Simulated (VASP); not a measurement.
Here is a VASP 6.6.1 calculation.

The input INCAR:

```
ALGO = Normal
EDIFF = 1E-6
ENCUT = 520
GGA = PE
ISIF = 2
ISMEAR = 0
LASPH = True
LCHARG = False
LREAL = False
LWAVE = False
NBANDS = 11
NELM = 100
PREC = Accurate
SIGMA = 0.05
```

File KPOINTS:

```
k-points
0
Gamma
  12 12 12
```

POSCAR

```
SiC
1.0
    0.0000000000      2.2094439037      2.2094439037
    2.2094439037      0.0000000000      2.2094439037
    2.1705576910      2.1705576910      0.0388862127
Si C
1 1
Direct
    0.0000000000      0.0000000000      0.0000000000
    0.7500000000      0.7500000000      0.7500000000
```

Potentials or basis: VASP PAW PBE potentials, release 64 (Si, C).

Run with:

```console
$ cat potpaw_PBE.64/Si/POTCAR potpaw_PBE.64/C/POTCAR > POTCAR
$ mpirun -np 1 vasp_std > vasp.out
```

(1) Estimate the band gap on the k mesh.

(2) Predict the largest force.

(3) What does it give for the pressure?

## Answers

(1) 1.27 eV, indirect (least direct gap 4.37 eV).

(2) 0.270 eV/Å.

(3) 0.2 GPa.
